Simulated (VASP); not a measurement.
# Ti (P6_3/mmc) in VASP: single point with r2SCAN

Aim: the single point of Ti with r2SCAN.

Everything below comes from runs of VASP 6.6.1. Logs are shortened: lines on timing, memory, paths and dates and some standing lists are left out, and cuts for length are marked.

### Step 1. The cell of the first run

The structure is hexagonal, space group P6_3/mmc (No. 194). The conventional cell has a = 2.936 Å, b = 2.936 Å, c = 4.636 Å, α = 90.00°, β = 90.00°, γ = 120.00°. Ti (site symmetry -6m2) has 12 Ti at 2.87 to 2.94 Å within 3.8 Å.

### Step 2. Single point, r2SCAN

Input file POSCAR:

```
Ti
1.0
    2.9356844984      0.0000000000      0.0000000000
   -1.4678422492      2.5423773531      0.0000000000
    0.0000000000      0.0000000000      4.6363988096
Ti
2
Direct
    0.3333333333      0.6666666667      0.2500000000
    0.6666666667      0.3333333333      0.7500000000
```

Input file INCAR.step1:

```
SYSTEM = Ti
ALGO     = Normal         ! electronic algorithm
EDIFF    = 1E-4           ! SCF threshold, eV
ENCUT    = 520            ! plane-wave cutoff, eV
GGA      = PE             ! functional
ISMEAR   = 0              ! smearing method
LASPH    = .TRUE.         ! aspherical terms in the spheres
LCHARG   = .FALSE.        ! write CHGCAR
LREAL    = .FALSE.        ! projectors in reciprocal space
LWAVE    = .TRUE.         ! write WAVECAR
NBANDS   = 19             ! bands
NELM     = 80             ! most SCF steps
PREC     = Accurate       ! precision mode
SIGMA    = 0.1            ! smearing width, eV
```

Input file INCAR.step2:

```
SYSTEM = Ti
ALGO     = Normal         ! electronic algorithm
EDIFF    = 1E-6           ! SCF threshold, eV
ENCUT    = 520            ! plane-wave cutoff, eV
ISIF     = 2              ! what is computed and relaxed
ISMEAR   = 0              ! smearing method
ISTART   = 1            
LASPH    = .TRUE.         ! aspherical terms in the spheres
LCHARG   = .FALSE.        ! write CHGCAR
LMIXTAU  = .TRUE.       
LREAL    = .FALSE.        ! projectors in reciprocal space
LWAVE    = .FALSE.        ! write WAVECAR
METAGGA  = R2SCAN         ! meta-GGA
NBANDS   = 19             ! bands
NELM     = 80             ! most SCF steps
PREC     = Accurate       ! precision mode
SIGMA    = 0.1            ! smearing width, eV
```

Input file KPOINTS:

```
k-points
0
G
  18 18 10
  0 0 0
```

Potentials or basis: VASP PAW PBE potentials, release 64 (Ti_sv).

Launch:

```console
> cat potpaw_PBE.64/Ti_sv/POTCAR > POTCAR
> cp INCAR.step1 INCAR
> mpirun -np 1 vasp_std > vasp.out
> cp INCAR.step2 INCAR
> mpirun -np 1 vasp_std > vasp.out
```

OUTCAR:

```text
SYSTEM = Ti
   EDIFF = 1E-6
   ENCUT = 520
   ISIF = 2
   ISMEAR = 0
   ISTART = 1
   LASPH = .TRUE.
   LREAL = .FALSE.
   METAGGA = R2SCAN
   NELM = 80
   PREC = Accurate

 ion  position               nearest neighbor table
   1  0.333  0.667  0.250-   2 2.87   2 2.87   2 2.87   2 2.87   2 2.87   2 2.87
   2  0.667  0.333  0.750-   1 2.87   1 2.87   1 2.87   1 2.87   1 2.87   1 2.87

  LATTYP: Found a hexagonal cell.
 ALAT       =     2.9356844984
 C/A-ratio  =     1.5793246216

  Lattice vectors:

 A1 = (   2.9356844984,   0.0000000000,   0.0000000000)
 A2 = (  -1.4678422492,   2.5423773531,   0.0000000000)
 A3 = (   0.0000000000,   0.0000000000,   4.6363988096)

Analysis of symmetry for initial positions (statically):
=====================================================================
 Subroutine PRICEL returns:
 Original cell was already a primitive cell.

 Routine SETGRP: Setting up the symmetry group for a
 hexagonal supercell.

 Subroutine GETGRP returns: Found 24 space group operations
 (whereof 12 operations were pure point group operations)
 out of a pool of 24 trial point group operations.

The static configuration has the point symmetry D_3d.
 The point group associated with its full space group is D_6h.

Analysis of symmetry for dynamics (positions and initial velocities):
=====================================================================
 Subroutine PRICEL returns:
 Original cell was already a primitive cell.

 Routine SETGRP: Setting up the symmetry group for a
 hexagonal supercell.

 Subroutine GETGRP returns: Found 24 space group operations
 (whereof 12 operations were pure point group operations)
 out of a pool of 24 trial point group operations.

The dynamic configuration has the point symmetry D_3d.
 The point group associated with its full space group is D_6h.

 Subroutine INISYM returns: Found 24 space group operations
 (whereof 12 operations are pure point group operations),
 and found     1 'primitive' translations

----------------------------------------------------------------------------------------

                                     Primitive cell

  volume of cell :      34.6043

  direct lattice vectors                    reciprocal lattice vectors
     2.935684498  0.000000000  0.000000000     0.340636060  0.196666321  0.000000000
    -1.467842249  2.542377353  0.000000000     0.000000000  0.393332642  0.000000000
     0.000000000  0.000000000  4.636398810     0.000000000  0.000000000  0.215684638

  length of vectors
     2.935684498  2.935684498  4.636398810     0.393332642  0.393332642  0.215684638

  position of ions in fractional coordinates (direct lattice)
     0.333333333  0.666666667  0.250000000
     0.666666667  0.333333333  0.750000000

  ion indices of the primitive-cell ions
   primitive index   ion index
                 1           1
                 2           2

----------------------------------------------------------------------------------------

 KPOINTS: k-points

Automatic generation of k-mesh.
 Grid dimensions read from file:
 generate k-points for:   18   18   10

 Generating k-lattice:

  Cartesian coordinates                     Fractional coordinates (reciprocal lattice)
     0.018924226  0.010925907  0.000000000     0.055555556  0.000000000  0.000000000
     0.000000000  0.021851813  0.000000000     0.000000000  0.055555556  0.000000000
     0.000000000  0.000000000  0.021568464     0.000000000  0.000000000  0.100000000

  Length of vectors
     0.021851813  0.021851813  0.021568464

  Shift w.r.t. Gamma in fractional coordinates (k-lattice)
     0.000000000  0.000000000  0.000000000

 Subroutine IBZKPT returns following result:
 ===========================================

 Found    222 irreducible k-points:

 Following reciprocal coordinates:
            Coordinates               Weight
  0.000000  0.000000  0.000000      1.000000
  0.055556 -0.000000  0.000000      6.000000
  0.111111 -0.000000  0.000000      6.000000
  0.166667 -0.000000  0.000000      6.000000
  0.222222 -0.000000  0.000000      6.000000
  0.277778  0.000000  0.000000      6.000000
[... 16 lines left out ...]
  0.333333  0.111111  0.000000     12.000000
  0.388889  0.111111  0.000000     12.000000
 [... further k-points ...]
   k-points           NKPTS =    222   k-points in BZ     NKDIM =    222   number of bands    NBANDS=     19
   number of dos      NEDOS =    301   number of ions     NIONS =      2
   total plane-waves  NPLWV =  20736
   dimension x,y,z NGX =    24 NGY =   24 NGZ =   36
   dimension x,y,z NGXF=    48 NGYF=   48 NGZF=   72
   ions per type =               2
   NGX,Y,Z   is equivalent  to a cutoff of  13.59, 13.59, 12.91 a.u.
   NGXF,Y,Z  is equivalent  to a cutoff of  27.18, 27.18, 25.82 a.u.
 SYSTEM =  Ti
   PREC   = accura    normal or accurate (medium, high low for compatibility)
   ISTART =      1    job   : 0-new  1-cont  2-samecut
   ICHARG =      0    charge: 1-file 2-atom 10-const
   ISPIN  =      1    spin polarized calculation?
   LNONCOLLINEAR =      F non collinear calculations
   LSORBIT =      F    spin-orbit coupling
   LASPH  =      T    aspherical Exc in radial PAW
   ENCUT  =  520.0 eV  38.22 Ry    6.18 a.u.   5.46  5.46  8.62*2*pi/ulx,y,z
   NELM   =     80;   NELMIN=  2; NELMDL=  0     # of ELM steps
   EDIFF  = 0.1E-05   stopping-criterion for ELM
   LREAL  =      F    real-space projection
   EDIFFG = 0.1E-04   stopping-criterion for IOM
   NSW    =      0    number of steps for IOM
   IBRION =     -1    ionic relax: 0-MD 1-quasi-New 2-CG
   NFREE  =      0    steps in history (QN), initial steepest desc. (CG)
   ISIF   =      2    stress and relaxation
   ISYM   =      2    0-nonsym 1-usesym 2-fastsym
   POTIM  = 0.5000    time-step for ionic-motion
   TEBEG  =    0.0;   TEEND  =   0.0 temperature during run
   PSTRESS=    0.0 pullay stress
   NELECT =      24.0000    total number of electrons
   NUPDOWN=      -1.0000    fix difference up-down
   EMIN   =  10.00;   EMAX   =-10.00  energy-range for DOS
   EFERMI =   0.00;   METHOD = LEGACY
   ISMEAR =     0;   SIGMA  =   0.10  broadening in eV -4-tet -1-fermi 0-gaus
   EFERMI_NEDOS =   21; number of points for ismear=-14 and -15
   IALGO  =     38    algorithm
   IMIX   =      4    mixing-type and parameters
     AMIX     =   0.40;   BMIX     =  1.00
     AMIX_MAG =   1.60;   BMIX_MAG =  1.00
  volume/ion in A,a.u.               =      17.30       116.76
  Fermi-wavevector in a.u.,A,eV,Ry     =   1.449112  2.738424 28.571209  2.099925
  Thomas-Fermi vector in A             =   2.566876
   LORBIT       =      0    0 simple, 1 ext, 2 COOP (PROOUT), +10 PAW based schemes
   METAGGA = R2SCAN    functional components
   LHFCALC =     F    Hartree Fock is set to
   AEXX    =    0.0000 exact exchange contribution
   IVDW    =     0    specifies the selected vdW correction
   LEPSILON=     F    determine dielectric tensor
   LRPA    =     F    only Hartree local field effects (RPA)
 non-spin polarized calculation
 Gauss-broadening in eV      SIGMA  =   0.10
  energy-cutoff  :      520.00
  volume of cell :       34.60
 maximum number of plane-waves:       965
 NGX is ok and might be reduce to    24
   NGX = 11   NGY = 11   NGZ = 17

 number of electron      24.0000002 magnetization

 Free energy of the ion-electron system (eV)
  ---------------------------------------------------
  ext. energy  EPLUGINS =         0.00000000
  ---------------------------------------------------
  free energy    TOTEN  =       -25.90547972 eV

  energy without entropy =      -25.89716926  energy(sigma->0) =      -25.90132449

 E-fermi :   8.4488     XC(G=0): -12.4157

 val. band max:        8.4457682748   @ k =   0.1667  -0.0000   0.4000
 cond. band min:       8.4522820180   @ k =   0.3333   0.2778   0.3000
 fundamental gap:      0.0065137432
 Fermi energy:         8.4487725155

 k-point     1 :       0.0000    0.0000    0.0000
  band No.  band energies     occupation
      1     -50.7930      2.00000
      2     -50.6457      2.00000
      3     -26.3619      2.00000
      4     -25.6844      2.00000
      5     -25.6843      2.00000
      6     -25.6120      2.00000
[... 11 lines left out ...]
     18      10.2583      0.00000
     19      11.8361      0.00000

 k-point     2 :       0.0556   -0.0000    0.0000
  band No.  band energies     occupation
      1     -50.7897      2.00000
      2     -50.6445      2.00000
      3     -26.3546      2.00000
      4     -25.6990      2.00000
      5     -25.6893      2.00000
      6     -25.6150      2.00000
[... 11 lines left out ...]
     18      10.2053      0.00000
     19      11.8651      0.00000

 k-point     3 :       0.1111   -0.0000    0.0000
  band No.  band energies     occupation
      1     -50.7803      2.00000
      2     -50.6409      2.00000
      3     -26.3334      2.00000
      4     -25.7414      2.00000
      5     -25.7033      2.00000
      6     -25.6380      2.00000
[... 11 lines left out ...]
     18      10.0658      0.00000
     19      11.9375      0.00000

 k-point     4 :       0.1667   -0.0000    0.0000
  band No.  band energies     occupation
      1     -50.7655      2.00000
      2     -50.6357      2.00000
      3     -26.2995      2.00000
      4     -25.8068      2.00000
      5     -25.7242      2.00000
      6     -25.7037      2.00000
[... 11 lines left out ...]
     18      10.3293      0.00000
     19      12.0257      0.00000

 k-point     5 :       0.2222   -0.0000    0.0000
  band No.  band energies     occupation
      1     -50.7469      2.00000
      2     -50.6298      2.00000
      3     -26.2552      2.00000
      4     -25.8877      2.00000
      5     -25.7823      2.00000
      6     -25.7490      2.00000
[... 11 lines left out ...]
     18      10.6699      0.00000
     19      12.1088      0.00000

 k-point     6 :       0.2778    0.0000    0.0000
  band No.  band energies     occupation
      1     -50.7261      2.00000
      2     -50.6244      2.00000
      3     -26.2035      2.00000
      4     -25.9745      2.00000
      5     -25.8636      2.00000
      6     -25.7747      2.00000
[... 11 lines left out ...]
     18      11.0581      0.00000
     19      12.1767      0.00000

 k-point     7 :       0.3333   -0.0000    0.0000
  band No.  band energies     occupation
      1     -50.7052      2.00000
      2     -50.6206      2.00000
      3     -26.1485      2.00000
      4     -26.0564      2.00000
      5     -25.9382      2.00000
      6     -25.7983      2.00000
[... 11 lines left out ...]
     18      11.4570      0.00000
     19      12.2267      0.00000

 k-point     8 :       0.3889    0.0000    0.0000
  band No.  band energies     occupation
      1     -50.6866      2.00000
      2     -50.6190      2.00000
      3     -26.1232      2.00000
      4     -26.0956      2.00000
      5     -25.9979      2.00000
      6     -25.8173      2.00000
[... 256 lines left out ...]
 k-point    20 :       0.1667    0.1111    0.0000
  band No.  band energies     occupation
      1     -50.7394      2.00000
      2     -50.6277      2.00000
      3     -26.2370      2.00000
      4     -25.8921      2.00000
      5     -25.8482      2.00000
      6     -25.7320      2.00000
[... 11 lines left out ...]
     18      10.9539      0.00000
     19      12.0807      0.00000

 k-point    21 :       0.2222    0.1111    0.0000
  band No.  band energies     occupation
      1     -50.7195      2.00000
      2     -50.6230      2.00000
      3     -26.1866      2.00000
      4     -25.9708      2.00000
      5     -25.9063      2.00000
      6     -25.7711      2.00000
[... 11 lines left out ...]
     18      11.3989      0.00000
     19      12.1242      0.00000

 k-point    22 :       0.2778    0.1111    0.0000
  band No.  band energies     occupation
      1     -50.6994      2.00000
      2     -50.6198      2.00000
      3     -26.1327      2.00000
      4     -26.0473      2.00000
      5     -25.9572      2.00000
      6     -25.8086      2.00000
[... 11 lines left out ...]
     18      11.8768      0.00000
     19      12.1578      0.00000

 k-point    23 :       0.3333    0.1111    0.0000
  band No.  band energies     occupation
      1     -50.6814      2.00000
      2     -50.6189      2.00000
      3     -26.1097      2.00000
      4     -26.0803      2.00000
      5     -25.9980      2.00000
      6     -25.8389      2.00000
[... 11 lines left out ...]
     18      12.1802      0.00000
     19      12.3675      0.00000

 k-point    24 :       0.3889    0.1111    0.0000
  band No.  band energies     occupation
      1     -50.6680      2.00000
      2     -50.6199      2.00000
      3     -26.1503      2.00000
      4     -26.0381      2.00000
      5     -26.0247      2.00000
      6     -25.8585      2.00000
[... 11 lines left out ...]
     18      12.1927      0.00000
     19      12.8544      0.00000

 [... further k-points ...]
[... 5 lines left out ...]
  --------------------------------------------------------------------------------------
  -------------------------------------------------------------------------------------
  Total        0.0782315      0.0782315      0.0790250      0.0000000     -0.0000000      0.0000000
  in kB        3.6221138      3.6221138      3.6588548      0.0000000     -0.0000000      0.0000000
  external PRESSURE =       3.6343608 kB  Pullay stress =       0.0000000 kB

 VOLUME and BASIS-vectors are now :
 -----------------------------------------------------------------------------
  energy-cutoff  :      520.00
  volume of cell :       34.60
      direct lattice vectors                 reciprocal lattice vectors
     2.935684498  0.000000000  0.000000000     0.340636060  0.196666321  0.000000000
    -1.467842249  2.542377353  0.000000000     0.000000000  0.393332642  0.000000000
     0.000000000  0.000000000  4.636398810     0.000000000  0.000000000  0.215684638

 POSITION                                       TOTAL-FORCE (eV/Angst)
 -----------------------------------------------------------------------------------
     -0.00000      1.69492      1.15910        -0.000000      0.000000      0.000000
      1.46784      0.84746      3.47730         0.000000     -0.000000      0.000000
 -----------------------------------------------------------------------------------
    total drift:                               -0.000000      0.000000     -0.000000

  FREE ENERGIE OF THE ION-ELECTRON SYSTEM (eV)
  ---------------------------------------------------
  free  energy   TOTEN  =       -25.9054797161 eV

  energy  without entropy=      -25.8971692564  energy(sigma->0) =      -25.90132449
```

It took 25 min on 1 thread of AMD EPYC 7R13, shared host; peak memory 0.22 GiB.

What came out:

```
Free energy            : -25.9055 eV
Pressure               : 0.4 GPa
Band gap on the k mesh : zero (band 12 reaches 9.30 eV, above the bottom of band 13 at 8.07 eV)
```

Levels at points of the mesh, in eV from the Fermi level:
| k point | band 9 | band 10 | band 11 | band 12 | band 13 | band 14 | band 15 | band 16 |
| --- | --- | --- | --- | --- | --- | --- | --- | --- |
| (0.00, 0.00, 0.00) | -6.64 | -2.88 | 0.59 | 0.86 | 0.86 | 0.98 | 1.39 | 1.39 |
| (0.50, 0.00, 0.00) | -2.54 | -2.31 | -1.96 | -0.86 | 0.59 | 0.70 | 1.27 | 3.54 |
| (0.00, 0.00, 0.50) | -4.69 | -4.69 | 0.06 | 0.06 | 0.77 | 0.77 | 0.77 | 0.77 |
| (0.50, 0.00, 0.50) | -2.70 | -2.70 | -0.88 | -0.88 | 1.24 | 1.24 | 1.90 | 1.90 |

Caveat: the PAW data sets were made with another functional, which shifts forces and pressure a little.
